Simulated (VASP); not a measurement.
Here is a VASP 6.6.1 calculation.

POSCAR

```
LiCl
1.0
    3.4340255319      0.0000000000      0.0000000000
    0.0000000000      3.4340255319      0.0000000000
    0.0000000000      0.0000000000      3.2711235777
Li Cl
1 1
Direct
    0.0000000000      0.0000000000      0.0000000000
    0.5000000000      0.5000000000      0.5000000000
```

File INCAR.step1:

```
ALGO = Normal ; EDIFF = 1E-5
ENCUT = 520 ; GGA = PE
ISIF = 2 ; ISMEAR = 0
LASPH = T ; LCHARG = F
LREAL = F ; LWAVE = T
NBANDS = 12 ; NELM = 80
PREC = Accurate ; SIGMA = 0.01
```

Contents of INCAR.step2:

```
ALGO = Normal ; EDIFF = 1E-6
ENCUT = 520 ; GGA = PE
HFSCREEN = 0.2079 ; ISIF = 2
ISMEAR = 0 ; ISTART = 1
LASPH = T ; LCHARG = F
LHFCALC = T ; LREAL = F
LWAVE = F ; NBANDS = 12
NELM = 80 ; PREC = Accurate
PRECFOCK = Normal ; SIGMA = 0.01
```

KPOINTS

```
k-points
0
Gamma
  6 6 6
```

Potentials or basis: VASP PAW PBE potentials, release 64 (Li_sv, Cl).

Command:

```console
$ cat potpaw_PBE.64/Li_sv/POTCAR potpaw_PBE.64/Cl/POTCAR > POTCAR
$ cp INCAR.step1 INCAR
$ mpirun -np 1 vasp_std > vasp.out
$ cp INCAR.step2 INCAR
$ mpirun -np 1 vasp_std > vasp.out
```

Q: Estimate the band gap on the k mesh.

A: 5.05 eV (least direct gap 5.67 eV).

Caveat: the cell differs from its parent crystal (biaxial xy strain +5.0%); the structure was generated, so it needn't be the stable form of LiCl. A k mesh can miss the band edges.
